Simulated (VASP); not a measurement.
# Os (P6_3/mmc) in VASP: notebook, part 2 of 2

VASP 6.6.1.

**4. Single point, revPBE+D3(BJ)**

INCAR reads:

```
SYSTEM = Os
PREC = Accurate
ENCUT = 520
EDIFF = 1E-7
ISMEAR = -1
SIGMA = 0.05
LREAL = .False.
LASPH = .True.
NELM = 60
ALGO = Fast
ISIF = 2
LWAVE = .False.
LCHARG = .False.
GGA = RE
IVDW = 12
NBANDS = 15
```

KPOINTS reads:

```
regular mesh
0
Gamma
  11 11 6
  0 0 0
```

POSCAR reads:

```
Os
1.0
    2.7522071502      0.0000000000      0.0000000000
   -1.3761035751      2.3834813086      0.0000000000
    0.0000000000      0.0000000000      4.3483081185
Os
2
Direct
    0.6666666667      0.3333333333      0.7500000000
    0.3333333333      0.6666666667      0.2500000000
```

Potentials or basis: VASP PAW PBE potentials, release 64 (Os).

Launch:

```
cat potpaw_PBE.64/Os/POTCAR > POTCAR
mpirun -np 1 vasp_std > vasp.out
```

OUTCAR:

```text
SYSTEM = Os
   PREC = Accurate
   ENCUT = 520
   EDIFF = 1E-7
   ISMEAR = -1
   LREAL = .False.
   LASPH = .True.
   NELM = 60
   ISIF = 2
   GGA = RE
   IVDW = 12
 IVDW          = 12

 ion  position               nearest neighbor table
   1  0.667  0.333  0.750-   2 2.69   2 2.69   2 2.69   2 2.69   2 2.69   2 2.69
   2  0.333  0.667  0.250-   1 2.69   1 2.69   1 2.69   1 2.69   1 2.69   1 2.69

  LATTYP: Found a hexagonal cell.
 ALAT       =     2.7522071502
 C/A-ratio  =     1.5799348963

  Lattice vectors:

 A1 = (   2.7522071502,   0.0000000000,   0.0000000000)
[... 621 lines left out ...]

 Edisp (eV)   -2.35717

 E8    (eV) :    -1.7363

  FORCE on cell =-STRESS in cart. coord.  units (eV):
  Direction    XX          YY          ZZ          XY          YZ          ZX
  --------------------------------------------------------------------------------------
  -------------------------------------------------------------------------------------
  Total      -1.87244    -1.87244    -1.90898    -0.00000     0.00000     0.00000
  in kB    -105.17319  -105.17319  -107.22549    -0.00000     0.00000     0.00000
  external pressure =     -105.86 kB  Pullay stress =        0.00 kB

 VOLUME and BASIS-vectors are now :
 -----------------------------------------------------------------------------
  energy-cutoff  :      520.00
  volume of cell :       28.52
      direct lattice vectors                 reciprocal lattice vectors
     2.752207150  0.000000000  0.000000000     0.363344743  0.209777185  0.000000000
    -1.376103575  2.383481309  0.000000000     0.000000000  0.419554370  0.000000000
     0.000000000  0.000000000  4.348308119     0.000000000  0.000000000  0.229974503

 POSITION                                       TOTAL-FORCE (eV/Angst)
 -----------------------------------------------------------------------------------
      1.37610      0.79449      3.26123         0.000000      0.000000      0.000000
     -0.00000      1.58899      1.08708        -0.000000     -0.000000      0.000000
 -----------------------------------------------------------------------------------
    total drift:                                0.000000     -0.000000     -0.000000

  FREE ENERGIE OF THE ION-ELECTRON SYSTEM (eV)
  ---------------------------------------------------
  free  energy   TOTEN  =       -23.8093274999 eV

  energy  without entropy=      -23.7956836750  energy(sigma->0) =      -23.80250559
```

It took 12 s on 1 thread of Intel Xeon 6975P-C (Granite Rapids), shared host; peak memory 0.15 GiB.

Results:

- Free energy: -23.8093 eV
- Pressure: -10.6 GPa
- Band gap on the k mesh: zero (band 8 reaches 11.25 eV, above the bottom of band 9 at 7.49 eV)
- Dispersion energy per atom: -1.179 eV

Stress tensor (GPa, compression positive):
```
-10.52   0.00   0.00
  0.00 -10.52   0.00
  0.00   0.00 -10.72
```

Levels at points of the mesh, in eV from the Fermi level:
```
           k point  band 4  band 5  band 6  band 7  band 8  band 9  band 10  band 11  band 12  band 13
(0.00, 0.00, 0.00)   -2.92   -2.68   -2.10   -2.10   -1.48   -1.48     0.06     1.68     1.68     8.90
(0.00, 0.00, 0.50)   -3.44   -3.11   -3.11   -3.11   -3.11    0.91     0.91     0.91     0.91    13.76
```

Caveat: the PAW data sets were made with another functional, which shifts forces and pressure a little; spin-orbit coupling is left out, which moves the levels of the heavy elements; pairwise dispersion overbinds metals, which lowers pressure and volume.

**5. Single point, BLYP+D4**

INCAR reads:

```
PREC = Accurate
ENCUT = 520
EDIFF = 1E-6
ISMEAR = -1
SIGMA = 0.05
LREAL = F
LASPH = T
NELM = 60
ALGO = Normal
ISIF = 2
LWAVE = F
LCHARG = F
GGA = B5
ALDAX = 1.0
AGGAX = 1.0
AGGAC = 1.0
ALDAC = 0.0
IVDW = 13
NBANDS = 15
VDW_S6 = 1.0
VDW_S8 = 2.34076671
VDW_A1 = 0.44488865
VDW_A2 = 4.0933009
```

KPOINTS reads:

```
Automatic mesh
0
Gamma
  11 11 6
```

POSCAR is that of step 4.

Launch:

```
cat potpaw_PBE.64/Os/POTCAR > POTCAR
mpirun -np 1 vasp_std > vasp.out
```

It took 13 s on 1 thread of Intel Xeon 6975P-C (Granite Rapids), shared host; peak memory 0.15 GiB.

It converged, with:

| Quantity | Value |
| --- | --- |
| Free energy | -21.8389 eV |
| Pressure | 5.9 GPa |
| Band gap on the k mesh | zero (band 8 reaches 11.79 eV, above the bottom of band 9 at 8.01 eV) |
| Dispersion energy per atom | -1.312 eV |

Levels at points of the mesh, in eV from the Fermi level:
| k point | band 6 | band 7 | band 8 | band 9 | band 10 | band 11 |
| --- | --- | --- | --- | --- | --- | --- |
| (0.00, 0.00, 0.00) | -2.12 | -2.12 | -1.50 | -1.50 | 0.40 | 1.68 |
| (0.00, 0.00, 0.50) | -3.12 | -3.12 | -3.12 | 0.89 | 0.89 | 0.89 |

Caveat: the PAW data sets were made with another functional, which shifts forces and pressure a little; spin-orbit coupling is left out, which moves the levels of the heavy elements; pairwise dispersion overbinds metals, which lowers pressure and volume.

**6. The runs side by side**

```tsv
level	gap on the mesh (eV)	pressure (GPa)
PBEsol+D3(BJ)	none	-17.8
RPBE	none	4.2
revPBE+D3(BJ)	none	-10.6
BLYP+D4	none	5.9
```

Alike in all rows: task single point; potentials or basis VASP PAW PBE potentials, release 64 (Os); no spin polarisation; cell as given; k mesh 11 × 11 × 6; cutoff (eV) 520; smearing fermi-dirac 0.05 eV.

Every run on the cell as given and a fine mesh finds a metal. The pressure there spans -17.8 GPa (PBEsol+D3(BJ)) to 5.9 GPa (BLYP+D4); a positive pressure means that this level wants a larger cell, a negative one a smaller.

Caveats: the PAW data sets were made with another functional, which shifts forces and pressure a little; spin-orbit coupling is left out, which moves the levels of the heavy elements; pairwise dispersion overbinds metals, which lowers pressure and volume (some runs).

Absolute energies hang on the potentials; compare differences alone.
